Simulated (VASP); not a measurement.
# Te2Mo (P-6m2) in VASP: relaxation of cell and atoms with PBE+D3(BJ)

Aim: the relaxation of cell and atoms of Te2Mo with PBE+D3(BJ).

All numbers are computed with VASP 6.6.1; they aren't measurements. Logs are shortened: lines on timing, memory, paths and dates and some standing lists are left out, and cuts for length are marked.

## Step 1: The cell of the first run

The structure is hexagonal, space group P-6m2 (No. 187). The conventional cell has a = 3.496 Å, b = 3.496 Å, c = 21.330 Å, α = 90.00°, β = 90.00°, γ = 120.00°. Within 3.8 Å of Te (site symmetry 3m) lie 3 Mo at 2.72 Å and 10 Te at 3.50 to 3.80 Å. Within 3.7 Å of Te (site symmetry 3m) lie 3 Mo at 2.72 Å and 7 Te at 3.50 to 3.64 Å. Within 3.8 Å of Te (site symmetry 3m) lie 3 Mo at 2.72 Å and 10 Te at 3.50 to 3.80 Å. Within 3.6 Å of Mo (site symmetry 3m) lie 6 Te at 2.72 Å and 6 Mo at 3.50 Å. Within 3.6 Å of Mo (site symmetry -6m2) lie 6 Te at 2.72 Å and 6 Mo at 3.50 Å.

## Step 2: Relaxation of cell and atoms, PBE+D3(BJ)

File INCAR:

```
ALGO = Normal
EDIFF = 1E-7
EDIFFG = -0.005
ENCUT = 600
GGA = PE
IBRION = 2
ISIF = 3
ISMEAR = 0
IVDW = 12
KPAR = 4
LASPH = True
LCHARG = False
LREAL = False
LWAVE = False
NELM = 80
NSW = 100
PREC = Accurate
SIGMA = 0.02
```

File KPOINTS:

```
k-points
0
Gamma
  12 12 2
```

File POSCAR:

```
Te2Mo
1.0
    3.4958425916      0.0000000000      0.0000000000
   -1.7479212958      3.0274884920      0.0000000000
    0.0000000000      0.0000000000     21.3301960594
Te Mo
6 3
Direct
    0.0000000000      0.0000000000      0.9147974217
    0.3333333333      0.6666666667      0.5935758889
    0.3333333333      0.6666666667      0.2359238659
    0.3333333333      0.6666666667      0.7640761341
    0.3333333333      0.6666666667      0.4064241111
    0.0000000000      0.0000000000      0.0852025783
    0.0000000000      0.0000000000      0.6788001836
    0.0000000000      0.0000000000      0.3211998164
    0.3333333333      0.6666666667      0.0000000000
```

Potentials or basis: VASP PAW PBE potentials, release 64 (Te, Mo_sv).

Started as:

```sh
$ cat potpaw_PBE.64/Te/POTCAR potpaw_PBE.64/Mo_sv/POTCAR > POTCAR
$ mpirun -np 4 vasp_std > vasp.out
```

OUTCAR:

```text
EDIFF = 1E-7
   EDIFFG = -0.005
   ENCUT = 600
   GGA = PE
   IBRION = 2
   ISIF = 3
   ISMEAR = 0
   IVDW = 12
   LASPH = True
   LREAL = False
   NELM = 80
   NSW = 100
   PREC = Accurate
 IVDW          = 12

 ion  position               nearest neighbor table
   1  0.000  0.000  0.915-   9 2.72   9 2.72   9 2.72   6 3.63
   2  0.333  0.667  0.594-   7 2.72   7 2.72   7 2.72   4 3.64
   3  0.333  0.667  0.236-   8 2.72   8 2.72   8 2.72   5 3.64
   4  0.333  0.667  0.764-   7 2.72   7 2.72   7 2.72   2 3.64
   5  0.333  0.667  0.406-   8 2.72   8 2.72   8 2.72   3 3.64
   6  0.000  0.000  0.085-   9 2.72   9 2.72   9 2.72   1 3.63
   7  0.000  0.000  0.679-   2 2.72   2 2.72   2 2.72   4 2.72   4 2.72   4 2.72
   8  0.000  0.000  0.321-   5 2.72   5 2.72   5 2.72   3 2.72   3 2.72   3 2.72
   9  0.333  0.667  0.000-   1 2.72   6 2.72   1 2.72   6 2.72   1 2.72   6 2.72

  LATTYP: Found a hexagonal cell.
 ALAT       =     3.4958425916
 C/A-ratio  =     6.1015893881

  Lattice vectors:

 A1 = (   3.4958425916,   0.0000000000,   0.0000000000)
 A2 = (  -1.7479212958,   3.0274884920,   0.0000000000)
 A3 = (   0.0000000000,   0.0000000000,  21.3301960594)

Analysis of symmetry for initial positions (statically):
=====================================================================
 Subroutine PRICEL returns:
 Original cell was already a primitive cell.

 Routine SETGRP: Setting up the symmetry group for a
 hexagonal supercell.

 Subroutine GETGRP returns: Found 12 space group operations
 (whereof 12 operations were pure point group operations)
 out of a pool of 24 trial point group operations.

The static configuration has the point symmetry D_3h.

Analysis of symmetry for dynamics (positions and initial velocities):
=====================================================================
 Subroutine PRICEL returns:
 Original cell was already a primitive cell.

 Routine SETGRP: Setting up the symmetry group for a
 hexagonal supercell.

 Subroutine GETGRP returns: Found 12 space group operations
 (whereof 12 operations were pure point group operations)
 out of a pool of 24 trial point group operations.

The dynamic configuration has the point symmetry D_3h.

 Subroutine INISYM returns: Found 12 space group operations
 (whereof 12 operations are pure point group operations),
 and found     1 'primitive' translations

----------------------------------------------------------------------------------------

                                     Primitive cell

  volume of cell :     225.7508

  direct lattice vectors                    reciprocal lattice vectors
     3.495842592  0.000000000  0.000000000     0.286054070  0.165153394  0.000000000
    -1.747921296  3.027488492  0.000000000     0.000000000  0.330306788  0.000000000
     0.000000000  0.000000000 21.330196059     0.000000000  0.000000000  0.046881894

  length of vectors
     3.495842592  3.495842592 21.330196059     0.330306788  0.330306788  0.046881894

  position of ions in fractional coordinates (direct lattice)
     0.000000000  0.000000000  0.914797422
     0.333333333  0.666666667  0.593575889
     0.333333333  0.666666667  0.235923866
     0.333333333  0.666666667  0.764076134
     0.333333333  0.666666667  0.406424111
     0.000000000  0.000000000  0.085202578
     0.000000000  0.000000000  0.678800184
     0.000000000  0.000000000  0.321199816
     0.333333333  0.666666667  0.000000000

  ion indices of the primitive-cell ions
   primitive index   ion index
                 1           1
                 2           2
                 3           3
                 4           4
                 5           5
                 6           6
                 7           7
                 8           8
                 9           9

----------------------------------------------------------------------------------------

 KPOINTS: k-points

Automatic generation of k-mesh.
 Grid dimensions read from file:
 generate k-points for:   12   12    2

 Generating k-lattice:

  Cartesian coordinates                     Fractional coordinates (reciprocal lattice)
     0.023837839  0.013762783  0.000000000     0.083333333  0.000000000  0.000000000
     0.000000000  0.027525566  0.000000000     0.000000000  0.083333333  0.000000000
     0.000000000  0.000000000  0.023440947     0.000000000  0.000000000  0.500000000

  Length of vectors
     0.027525566  0.027525566  0.023440947

  Shift w.r.t. Gamma in fractional coordinates (k-lattice)
     0.000000000  0.000000000  0.000000000

 Subroutine IBZKPT returns following result:
 ===========================================

 Found     38 irreducible k-points:

 Following reciprocal coordinates:
            Coordinates               Weight
  0.000000  0.000000  0.000000      1.000000
  0.083333 -0.000000  0.000000      6.000000
  0.166667 -0.000000  0.000000      6.000000
  0.250000  0.000000  0.000000      6.000000
  0.333333 -0.000000  0.000000      6.000000
  0.416667 -0.000000  0.000000      6.000000
[... 16 lines left out ...]
  0.250000  0.000000  0.500000      6.000000
  0.333333 -0.000000  0.500000      6.000000
 [... further k-points ...]
   k-points           NKPTS =     38   k-points in BZ     NKDIM =     38   number of bands    NBANDS=     46
   number of dos      NEDOS =    301   number of ions     NIONS =      9
   total plane-waves  NPLWV = 141120
   dimension x,y,z NGX =    28 NGY =   28 NGZ =  180
   dimension x,y,z NGXF=    56 NGYF=   56 NGZF=  360
   ions per type =               6   3
   NGX,Y,Z   is equivalent  to a cutoff of  13.32, 13.32, 14.03 a.u.
   NGXF,Y,Z  is equivalent  to a cutoff of  26.63, 26.63, 28.06 a.u.
 SYSTEM =  unknown system
   PREC   = accura    normal or accurate (medium, high low for compatibility)
   ISTART =      0    job   : 0-new  1-cont  2-samecut
   ICHARG =      2    charge: 1-file 2-atom 10-const
   ISPIN  =      1    spin polarized calculation?
   LNONCOLLINEAR =      F non collinear calculations
   LSORBIT =      F    spin-orbit coupling
   LASPH  =      T    aspherical Exc in radial PAW
   ENCUT  =  600.0 eV  44.10 Ry    6.64 a.u.   6.98  6.98 42.60*2*pi/ulx,y,z
   NELM   =     80;   NELMIN=  2; NELMDL= -5     # of ELM steps
   EDIFF  = 0.1E-06   stopping-criterion for ELM
   LREAL  =      F    real-space projection
   EDIFFG = -.5E-02   stopping-criterion for IOM
   NSW    =    100    number of steps for IOM
   IBRION =      2    ionic relax: 0-MD 1-quasi-New 2-CG
   NFREE  =      1    steps in history (QN), initial steepest desc. (CG)
   ISIF   =      3    stress and relaxation
   ISYM   =      2    0-nonsym 1-usesym 2-fastsym
   POTIM  = 0.5000    time-step for ionic-motion
   TEBEG  =    0.0;   TEEND  =   0.0 temperature during run
   PSTRESS=    0.0 pullay stress
   NELECT =      78.0000    total number of electrons
   NUPDOWN=      -1.0000    fix difference up-down
   EMIN   =  10.00;   EMAX   =-10.00  energy-range for DOS
   EFERMI =   0.00;   METHOD = LEGACY
   ISMEAR =     0;   SIGMA  =   0.02  broadening in eV -4-tet -1-fermi 0-gaus
   EFERMI_NEDOS =   21; number of points for ismear=-14 and -15
   IALGO  =     38    algorithm
   IMIX   =      4    mixing-type and parameters
     AMIX     =   0.40;   BMIX     =  1.00
     AMIX_MAG =   1.60;   BMIX_MAG =  1.00
  volume/ion in A,a.u.               =      25.08       169.27
  Fermi-wavevector in a.u.,A,eV,Ry     =   1.148762  2.170845 17.954976  1.319654
  Thomas-Fermi vector in A             =   2.285435
   LORBIT       =      0    0 simple, 1 ext, 2 COOP (PROOUT), +10 PAW based schemes
   GGA     = PE    functional components
   LHFCALC =     F    Hartree Fock is set to
   AEXX    =    0.0000 exact exchange contribution
   IVDW    =    12    specifies the selected vdW correction
   LEPSILON=     F    determine dielectric tensor
   LRPA    =     F    only Hartree local field effects (RPA)
 conjugate gradient relaxation of ions
 non-spin polarized calculation
 Gauss-broadening in eV      SIGMA  =   0.02
  energy-cutoff  :      600.00
  volume of cell :      225.75
 maximum number of plane-waves:      7581
 NGX is ok and might be reduce to    28
   NGX = 13   NGY = 13   NGZ = 85

--------------------------------------- Ionic step        1  -------------------------------------------

 number of electron      77.9999998 magnetization

 Free energy of the ion-electron system (eV)
  ---------------------------------------------------
  ext. energy  EPLUGINS =         0.00000000
  ---------------------------------------------------
  free energy    TOTEN  =       -53.86494853 eV

  energy without entropy =      -53.86494853  energy(sigma->0) =      -53.86494853

------------------------ aborting loop because EDIFF is reached ----------------------------------------

 Edisp (eV)   -4.82060

 E8    (eV) :    -2.2225

  FORCE on cell =-STRESS in cart. coord.  units (eV):
  Direction    XX          YY          ZZ          XY          YZ          ZX
  --------------------------------------------------------------------------------------
  -------------------------------------------------------------------------------------
  Total      -0.06423    -0.06423    -0.02901    -0.00000     0.00000     0.00000
  in kB      -0.45586    -0.45586    -0.20591    -0.00000     0.00000     0.00000
  external pressure =       -0.37 kB  Pullay stress =        0.00 kB
[... 118 lines left out ...]
  FREE ENERGIE OF THE ION-ELECTRON SYSTEM (eV)
  ---------------------------------------------------
  free  energy   TOTEN  =       -58.6856268565 eV

  energy  without entropy=      -58.6856268565  energy(sigma->0) =      -58.68562686

[... ionic steps 4 to 7 ...]

--------------------------------------- Ionic step        8  -------------------------------------------

 number of electron      77.9999999 magnetization

------------------------ aborting loop because EDIFF is reached ----------------------------------------

 Edisp (eV)   -4.83100

 E8    (eV) :    -2.2271
[... 83 lines left out ...]
  energy  without entropy=      -58.6857309378  energy(sigma->0) =      -58.68573094

--------------------------------------- Ionic step       10  -------------------------------------------

 number of electron      77.9999999 magnetization

 Free energy of the ion-electron system (eV)
  ---------------------------------------------------
  ext. energy  EPLUGINS =         0.00000000
  ---------------------------------------------------
  free energy    TOTEN  =       -53.85392658 eV

  energy without entropy =      -53.85392658  energy(sigma->0) =      -53.85392658

 E-fermi :   8.3179     XC(G=0): -10.3922

 val. band max:        8.1775415661   @ k =   0.0000   0.0000   0.5000
 cond. band min:       8.8735863304   @ k =   0.2500   0.1667   0.0000
 fundamental gap:      0.6960447643
 Fermi energy:         8.3179126209

 k-point     1 :       0.0000    0.0000    0.0000
  band No.  band energies     occupation
      1     -52.6622      2.00000
      2     -52.6622      2.00000
      3     -52.6614      2.00000
      4     -26.8442      2.00000
      5     -26.8442      2.00000
      6     -26.8399      2.00000
[... 1165 lines left out ...]
     45       9.9089      0.00000
     46      10.3052      0.00000

 [... further k-points ...]

------------------------ aborting loop because EDIFF is reached ----------------------------------------

 Edisp (eV)   -4.83181

 E8    (eV) :    -2.2275

  FORCE on cell =-STRESS in cart. coord.  units (eV):
  Direction    XX          YY          ZZ          XY          YZ          ZX
  --------------------------------------------------------------------------------------
  -------------------------------------------------------------------------------------
  Total       0.02658     0.02658     0.01429     0.00000    -0.00000     0.00000
  in kB       0.18910     0.18910     0.10166     0.00000    -0.00000     0.00000
  external pressure =        0.16 kB  Pullay stress =        0.00 kB
[... 24 lines left out ...]
  FREE ENERGIE OF THE ION-ELECTRON SYSTEM (eV)
  ---------------------------------------------------
  free  energy   TOTEN  =       -58.6857325952 eV

  energy  without entropy=      -58.6857325952  energy(sigma->0) =      -58.68573260

 reached required accuracy - stopping structural energy minimisation
```

Wall time 28 min (4 MPI ranks of Oxide Virtual Turin-like, shared host); peak memory 0.65 GiB.

What came out:

```
Free energy                           : -58.6857 eV
Relaxed volume                        : 25.02 Å³/atom
Relaxed cell                          : a = 3.494 Å, b = 3.494 Å, c = 21.298 Å, α = 90.00°, β = 90.00°, γ = 120.00°
Space group after relaxing (to 0.1 Å) : P-6m2 (No. 187)
Energy gained by relaxing             : 0.0 meV/atom
Ionic steps                           : 10
Pressure after relaxing               : 0.0 GPa
Band gap on the k mesh                : 0.70 eV (least direct gap 1.11 eV)
Dispersion energy per atom            : -0.537 eV
```

Forces on the atoms (eV/Å):
```
Te   0.000  0.000  0.001
Te   0.000  0.000 -0.002
Te   0.000  0.000 -0.002
Te   0.000  0.000  0.002
Te   0.000  0.000  0.002
Te   0.000  0.000 -0.001
Mo   0.000  0.000 -0.002
Mo   0.000  0.000  0.002
Mo   0.000  0.000  0.000
```

The path:
```tsv
step	energy change (eV)	largest force (eV/Å)	pressure (GPa)	volume (Å³)
1	0.0000	0.0162	-0.04	225.75
2	-0.0001	0.0143	0.02	225.56
3	-0.0001	0.0159	0.03	225.49
4	-0.0001	0.0053	-0.01	225.49
5	-0.0001	0.0029	-0.03	225.49
6	-0.0001	0.0044	-0.02	225.42
7	-0.0002	0.0055	-0.02	225.36
8	-0.0002	0.0088	-0.01	225.25
9	-0.0002	0.0057	0.03	225.20
10	-0.0002	0.0022	0.02	225.21
```

Final structure:
```yaml
crystal:
  lattice:
    - [3.49429, 0.00000, 0.00000]
    - [-1.74715, 3.02614, 0.00000]
    - [0.00000, 0.00000, 21.29842]
  atoms:
    - { symbol: Te, position: [0.00000, 0.00000, 0.91461] }
    - { symbol: Te, position: [0.33333, 0.66667, 0.59341] }
    - { symbol: Te, position: [0.33333, 0.66667, 0.23576] }
    - { symbol: Te, position: [0.33333, 0.66667, 0.76424] }
    - { symbol: Te, position: [0.33333, 0.66667, 0.40659] }
    - { symbol: Te, position: [0.00000, 0.00000, 0.08539] }
    - { symbol: Mo, position: [0.00000, 0.00000, 0.67880] }
    - { symbol: Mo, position: [0.00000, 0.00000, 0.32120] }
    - { symbol: Mo, position: [0.33333, 0.66667, 0.00000] }
```

Caveat: spin-orbit coupling is left out, which moves the levels of the heavy elements.
